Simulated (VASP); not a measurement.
# ZrC in VASP: a series of runs

ZrC is run at these levels: LDA; tasks: single point.

Everything below comes from runs of VASP 6.6.1. Logs are shortened: lines on timing, memory, paths and dates and some standing lists are left out, and cuts for length are marked.

## 1. The cell of the first run

It takes space group Imm2 (No. 44, orthorhombic). Conventional cell: a = 3.282 Å, b = 4.641 Å, c = 3.282 Å, α = 90.00°, β = 90.00°, γ = 90.00°. Within 2.8 Å of Zr (site symmetry mm2) lie 6 C at 2.13 to 2.52 Å. C (site symmetry mm2) has 6 Zr at 2.13 to 2.52 Å within 2.8 Å.

## 2. Single point, LDA (atoms displaced along several vibrational modes)

The input, INCAR:

```
SYSTEM = ZrC
ALGO = Normal ; EDIFF = 1E-6
ENCUT = 520 ; ISIF = 2
ISMEAR = 0 ; LASPH = .True.
LCHARG = .False. ; LREAL = .False.
LWAVE = .False. ; NBANDS = 15
NELM = 80 ; PREC = Accurate
SIGMA = 0.15
```

The input, KPOINTS:

```
k-points
0
Gamma
  16 16 16
  0 0 0
```

The input, POSCAR:

```
ZrC
1.0
    0.0000000000      2.3207286109      2.3207286109
    2.3207286109      0.0000000000      2.3207286109
    2.3207286109      2.3207286109      0.0000000000
Zr C
1 1
Direct
    0.5000000000      0.5000000000      0.5097584065
    0.0000000000      0.0000000000     -0.0741146549
```

Potentials or basis: VASP PAW LDA potentials, release 64 (Zr_sv, C).

Launch:

```console
cat potpaw_LDA.64/Zr_sv/POTCAR potpaw_LDA.64/C/POTCAR > POTCAR
mpirun -np 1 vasp_std > vasp.out
```

OUTCAR:

```text
SYSTEM = ZrC
   EDIFF = 1E-6
   ENCUT = 520
   ISIF = 2
   ISMEAR = 0
   LASPH = .True.
   LREAL = .False.
   NELM = 80
   PREC = Accurate

 ion  position               nearest neighbor table
   1  0.500  0.500  0.510-   2 2.13   2 2.13   2 2.34   2 2.34   2 2.52   2 2.52
   2  0.000  0.000  0.926-   1 2.13   1 2.13   1 2.34   1 2.34   1 2.52   1 2.52

  LATTYP: Found a face centered cubic cell.
 ALAT       =     4.6414572218

  Lattice vectors:

 A1 = (   0.0000000000,   2.3207286109,   2.3207286109)
 A2 = (   2.3207286109,   0.0000000000,   2.3207286109)
 A3 = (   2.3207286109,   2.3207286109,   0.0000000000)

Analysis of symmetry for initial positions (statically):
=====================================================================
 Subroutine PRICEL returns:
 Original cell was already a primitive cell.

 Routine SETGRP: Setting up the symmetry group for a
 face centered cubic supercell.

 Subroutine GETGRP returns: Found  4 space group operations
 (whereof  4 operations were pure point group operations)
 out of a pool of 48 trial point group operations.

The static configuration has the point symmetry C_2v.

Analysis of symmetry for dynamics (positions and initial velocities):
=====================================================================
 Subroutine PRICEL returns:
 Original cell was already a primitive cell.

 Routine SETGRP: Setting up the symmetry group for a
 face centered cubic supercell.

 Subroutine GETGRP returns: Found  4 space group operations
 (whereof  4 operations were pure point group operations)
 out of a pool of 48 trial point group operations.

The dynamic configuration has the point symmetry C_2v.

 Subroutine INISYM returns: Found  4 space group operations
 (whereof  4 operations are pure point group operations),
 and found     1 'primitive' translations

----------------------------------------------------------------------------------------

                                     Primitive cell

  volume of cell :      24.9979

  direct lattice vectors                    reciprocal lattice vectors
     0.000000000  2.320728611  2.320728611    -0.215449578  0.215449578  0.215449578
     2.320728611  0.000000000  2.320728611     0.215449578 -0.215449578  0.215449578
     2.320728611  2.320728611  0.000000000     0.215449578  0.215449578 -0.215449578

  length of vectors
     3.282005876  3.282005876  3.282005876     0.373169616  0.373169616  0.373169616

  position of ions in fractional coordinates (direct lattice)
     0.500000000  0.500000000  0.509758406
     0.000000000  0.000000000  0.925885345

  ion indices of the primitive-cell ions
   primitive index   ion index
                 1           1
                 2           2

----------------------------------------------------------------------------------------

 KPOINTS: k-points

Automatic generation of k-mesh.
 Grid dimensions read from file:
 generate k-points for:   16   16   16

 Generating k-lattice:

  Cartesian coordinates                     Fractional coordinates (reciprocal lattice)
    -0.013465599  0.013465599  0.013465599     0.062500000  0.000000000  0.000000000
     0.013465599 -0.013465599  0.013465599     0.000000000  0.062500000  0.000000000
     0.013465599  0.013465599 -0.013465599     0.000000000  0.000000000  0.062500000

  Length of vectors
     0.023323101  0.023323101  0.023323101

  Shift w.r.t. Gamma in fractional coordinates (k-lattice)
     0.000000000  0.000000000  0.000000000

 Subroutine IBZKPT returns following result:
 ===========================================

 Found    621 irreducible k-points:

 Following reciprocal coordinates:
            Coordinates               Weight
  0.000000  0.000000  0.000000      1.000000
  0.062500  0.000000  0.000000      4.000000
  0.000000  0.000000  0.062500      4.000000
  0.125000  0.000000  0.000000      4.000000
  0.000000  0.000000  0.125000      4.000000
  0.187500  0.000000  0.000000      4.000000
[... 16 lines left out ...]
  0.062500  0.062500 -0.062500      4.000000
  0.187500  0.062500  0.000000      4.000000
 [... further k-points ...]
   k-points           NKPTS =    621   k-points in BZ     NKDIM =    621   number of bands    NBANDS=     15
   number of dos      NEDOS =    301   number of ions     NIONS =      2
   total plane-waves  NPLWV =  13824
   dimension x,y,z NGX =    24 NGY =   24 NGZ =   24
   dimension x,y,z NGXF=    48 NGYF=   48 NGZF=   48
   ions per type =               1   1
   NGX,Y,Z   is equivalent  to a cutoff of  12.16, 12.16, 12.16 a.u.
   NGXF,Y,Z  is equivalent  to a cutoff of  24.31, 24.31, 24.31 a.u.
 SYSTEM =  ZrC
   PREC   = accura    normal or accurate (medium, high low for compatibility)
   ISTART =      0    job   : 0-new  1-cont  2-samecut
   ICHARG =      2    charge: 1-file 2-atom 10-const
   ISPIN  =      1    spin polarized calculation?
   LNONCOLLINEAR =      F non collinear calculations
   LSORBIT =      F    spin-orbit coupling
   LASPH  =      T    aspherical Exc in radial PAW
   ENCUT  =  520.0 eV  38.22 Ry    6.18 a.u.   6.10  6.10  6.10*2*pi/ulx,y,z
   NELM   =     80;   NELMIN=  2; NELMDL= -5     # of ELM steps
   EDIFF  = 0.1E-05   stopping-criterion for ELM
   LREAL  =      F    real-space projection
   EDIFFG = 0.1E-04   stopping-criterion for IOM
   NSW    =      0    number of steps for IOM
   IBRION =     -1    ionic relax: 0-MD 1-quasi-New 2-CG
   NFREE  =      0    steps in history (QN), initial steepest desc. (CG)
   ISIF   =      2    stress and relaxation
   ISYM   =      2    0-nonsym 1-usesym 2-fastsym
   POTIM  = 0.5000    time-step for ionic-motion
   TEBEG  =    0.0;   TEEND  =   0.0 temperature during run
   PSTRESS=    0.0 pullay stress
   NELECT =      16.0000    total number of electrons
   NUPDOWN=      -1.0000    fix difference up-down
   EMIN   =  10.00;   EMAX   =-10.00  energy-range for DOS
   EFERMI =   0.00;   METHOD = LEGACY
   ISMEAR =     0;   SIGMA  =   0.15  broadening in eV -4-tet -1-fermi 0-gaus
   EFERMI_NEDOS =   21; number of points for ismear=-14 and -15
   IALGO  =     38    algorithm
   IMIX   =      4    mixing-type and parameters
     AMIX     =   0.40;   BMIX     =  1.00
     AMIX_MAG =   1.60;   BMIX_MAG =  1.00
  volume/ion in A,a.u.               =      12.50        84.35
  Fermi-wavevector in a.u.,A,eV,Ry     =   1.410849  2.666118 27.082319  1.990494
  Thomas-Fermi vector in A             =   2.532761
   LORBIT       =      0    0 simple, 1 ext, 2 COOP (PROOUT), +10 PAW based schemes
   GGA     = CA    functional components
   LHFCALC =     F    Hartree Fock is set to
   AEXX    =    0.0000 exact exchange contribution
   IVDW    =     0    specifies the selected vdW correction
   LEPSILON=     F    determine dielectric tensor
   LRPA    =     F    only Hartree local field effects (RPA)
 non-spin polarized calculation
 Gauss-broadening in eV      SIGMA  =   0.15
  energy-cutoff  :      520.00
  volume of cell :       25.00
 maximum number of plane-waves:       692
   NGX = 13   NGY = 13   NGZ = 13

 number of electron      16.0000000 magnetization

 Free energy of the ion-electron system (eV)
  ---------------------------------------------------
  ext. energy  EPLUGINS =         0.00000000
  ---------------------------------------------------
  free energy    TOTEN  =       -20.98858734 eV

  energy without entropy =      -20.98790679  energy(sigma->0) =      -20.98824706

 E-fermi :  10.0474     XC(G=0): -12.5151

 val. band max:       10.0088921854   @ k =   0.0625  -0.4375   0.5000
 cond. band min:      10.1239491915   @ k =   0.0625   0.3750   0.3125
 fundamental gap:      0.1150570061
 Fermi energy:        10.0474424882

 k-point     1 :       0.0000    0.0000    0.0000
  band No.  band energies     occupation
      1     -37.7696      2.00000
      2     -15.6291      2.00000
      3     -15.6179      2.00000
      4     -15.6113      2.00000
      5      -1.3107      2.00000
      6       9.1941      2.00000
      7       9.3721      2.00000
      8       9.7973      1.98166
      9      10.8896      0.00000
     10      12.0891      0.00000
     11      12.6474      0.00000
     12      13.7519      0.00000
     13      14.2333      0.00000
     14      17.4591      0.00000
     15      20.2560      0.00000

 k-point     2 :       0.0625    0.0000    0.0000
  band No.  band energies     occupation
      1     -37.7648      2.00000
      2     -15.6697      2.00000
      3     -15.6213      2.00000
      4     -15.6179      2.00000
      5      -1.2131      2.00000
      6       8.8055      2.00000
      7       9.3577      2.00000
      8       9.8684      1.90850
      9      10.9082      0.00000
     10      11.8453      0.00000
     11      12.4629      0.00000
     12      14.0880      0.00000
     13      14.8144      0.00000
     14      17.6409      0.00000
     15      20.5138      0.00000

 k-point     3 :       0.0000    0.0000    0.0625
  band No.  band energies     occupation
      1     -37.7649      2.00000
      2     -15.6581      2.00000
      3     -15.6328      2.00000
      4     -15.6162      2.00000
      5      -1.2164      2.00000
      6       8.8642      2.00000
      7       9.4008      2.00000
      8       9.5575      2.00000
      9      11.0063      0.00000
     10      11.9932      0.00000
     11      12.5258      0.00000
     12      14.2330      0.00000
     13      14.5484      0.00000
     14      17.6667      0.00000
     15      20.5228      0.00000
[... 343 lines left out ...]
 k-point    23 :       0.0625    0.0625   -0.0625
  band No.  band energies     occupation
      1     -37.7528      2.00000
      2     -15.7417      2.00000
      3     -15.6578      2.00000
      4     -15.6320      2.00000
      5      -0.9784      2.00000
      6       8.1760      2.00000
      7       9.2901      2.00000
      8       9.3208      2.00000
      9      11.4834      0.00000
     10      11.4967      0.00000
     11      12.4798      0.00000
     12      14.7578      0.00000
     13      15.5582      0.00000
     14      18.1795      0.00000
     15      21.1822      0.00000

 k-point    24 :       0.1875    0.0625    0.0000
  band No.  band energies     occupation
      1     -37.7346      2.00000
      2     -15.9025      2.00000
      3     -15.6647      2.00000
      4     -15.6495      2.00000
      5      -0.6018      2.00000
      6       7.4967      2.00000
      7       8.5903      2.00000
      8       9.5928      1.99998
      9      10.8610      0.00000
     10      12.0757      0.00000
     11      12.4992      0.00000
     12      15.8639      0.00000
     13      16.4656      0.00000
     14      18.7547      0.00000
     15      22.1055      0.00000

 [... further k-points ...]

------------------------ aborting loop because EDIFF is reached ----------------------------------------

  FORCE on cell =-STRESS in cart. coord.  units (eV):
  Direction    XX          YY          ZZ          XY          YZ          ZX
  --------------------------------------------------------------------------------------
  -------------------------------------------------------------------------------------
  Total        1.7787155      1.7787155     -0.1909976     -0.5281238      0.0000000      0.0000000
  in kB      114.0024023    114.0024023    -12.2415210    -33.8488007      0.0000000      0.0000000
  external PRESSURE =      71.9210945 kB  Pullay stress =       0.0000000 kB

 VOLUME and BASIS-vectors are now :
 -----------------------------------------------------------------------------
  energy-cutoff  :      520.00
  volume of cell :       25.00
      direct lattice vectors                 reciprocal lattice vectors
     0.000000000  2.320728611  2.320728611    -0.215449578  0.215449578  0.215449578
     2.320728611  0.000000000  2.320728611     0.215449578 -0.215449578  0.215449578
     2.320728611  2.320728611  0.000000000     0.215449578  0.215449578 -0.215449578

 POSITION                                       TOTAL-FORCE (eV/Angst)
 -----------------------------------------------------------------------------------
      2.34338      2.34338      2.32073        -1.551661     -1.551661     -0.000000
      2.14873      2.14873      0.00000         1.551661      1.551661      0.000000
 -----------------------------------------------------------------------------------
    total drift:                                0.000051      0.000051     -0.000000

  FREE ENERGIE OF THE ION-ELECTRON SYSTEM (eV)
  ---------------------------------------------------
  free  energy   TOTEN  =       -20.9885873381 eV

  energy  without entropy=      -20.9879067896  energy(sigma->0) =      -20.98824706
```

Wall time 3.9 min (1 thread of AMD EPYC 7R43 (Zen 3), shared host); peak memory 0.29 GiB.

What came out:

| Quantity | Value |
| --- | --- |
| Free energy | -20.9886 eV |
| Pressure | 7.2 GPa |
| Largest force | 2.194 eV/Å |
| Band gap on the k mesh | 0.12 eV (least direct gap 0.32 eV) |

Forces on the atoms (eV/Å):
```
Zr  -1.552 -1.552  0.000
C    1.552  1.552  0.000
```

Stress tensor (GPa, compression positive):
```
11.40 -3.38  0.00
-3.38 11.40  0.00
 0.00  0.00 -1.22
```

Caveat: the cell differs from its parent crystal (atoms displaced along several vibrational modes); the stress differs along the axes, from -1 to 11 GPa; forces of over 1 eV/Å act on the atoms, so gaps and moduli don't describe the material at rest.

## 3. Single point, LDA (atoms displaced along several vibrational modes)

The input, INCAR:

```
SYSTEM = ZrC
  PREC = Accurate
  ENCUT = 520
  EDIFF = 1E-6
  ISMEAR = 0
  SIGMA = 0.15
  LREAL = .False.
  LASPH = .True.
  NELM = 60
  ALGO = Normal
  ISIF = 2
  LWAVE = .False.
  LCHARG = .False.
  NBANDS = 15
```

The input, KPOINTS:

```
regular mesh
0
Gamma
  16 16 16
  0 0 0
```

The input, POSCAR:

```
ZrC
1.0
    0.0000000000      2.3207286109      2.3207286109
    2.3207286109      0.0000000000      2.3207286109
    2.3207286109      2.3207286109      0.0000000000
Zr C
1 1
Direct
    0.4983745445      0.5016254555      0.5081329510
    0.0123452608     -0.0123452608     -0.0617693940
```

Potentials or basis: VASP PAW LDA potentials, release 64 (Zr_sv, C).

Launch:

```console
cat potpaw_LDA.64/Zr_sv/POTCAR potpaw_LDA.64/C/POTCAR > POTCAR
mpirun -np 1 vasp_std > vasp.out
```

Wall time 5.7 min (1 thread of AMD EPYC 7R43 (Zen 3), shared host); peak memory 0.44 GiB.

The run converged. Its results:

* Free energy: -21.0677 eV
* Pressure: 5.4 GPa
* Largest force: 1.880 eV/Å
* Band gap on the k mesh: zero (bands 8 and 9 overlap by 0.13 eV)

Forces on the atoms (eV/Å):
```
Zr  -1.638 -0.922  0.000
C    1.638  0.922  0.000
```

Stress tensor (GPa, compression positive):
```
11.93 -2.43  0.00
-2.43  5.03  0.00
 0.00  0.00 -0.72
```

Levels at points of the mesh, in eV from the Fermi level:
| k point | band 5 | band 6 | band 7 | band 8 | band 9 | band 10 | band 11 | band 12 |
| --- | --- | --- | --- | --- | --- | --- | --- | --- |
| (0.00, 0.00, 0.00) | -11.33 | -0.55 | -0.43 | -0.01 | 0.91 | 2.04 | 2.39 | 3.37 |
| (0.50, 0.00, 0.00) | -8.05 | -5.51 | -3.08 | -2.90 | 4.34 | 4.46 | 5.37 | 6.14 |
| (0.00, 0.00, 0.50) | -8.16 | -5.44 | -3.21 | -3.14 | 4.43 | 4.57 | 5.33 | 6.71 |
| (0.50, 0.50, 0.00) | -10.15 | -2.78 | -2.08 | -0.19 | 1.02 | 4.90 | 5.77 | 5.77 |
| (0.00, 0.50, 0.50) | -10.14 | -2.35 | -1.92 | -0.02 | 0.35 | 4.67 | 5.76 | 5.76 |
| (0.50, 0.00, 0.50) | -10.14 | -2.62 | -2.01 | -0.07 | 0.69 | 4.79 | 5.77 | 5.77 |

Caveat: the cell differs from its parent crystal (atoms displaced along several vibrational modes); the stress differs along the axes, from -1 to 12 GPa; forces of over 1 eV/Å act on the atoms, so gaps and moduli don't describe the material at rest.
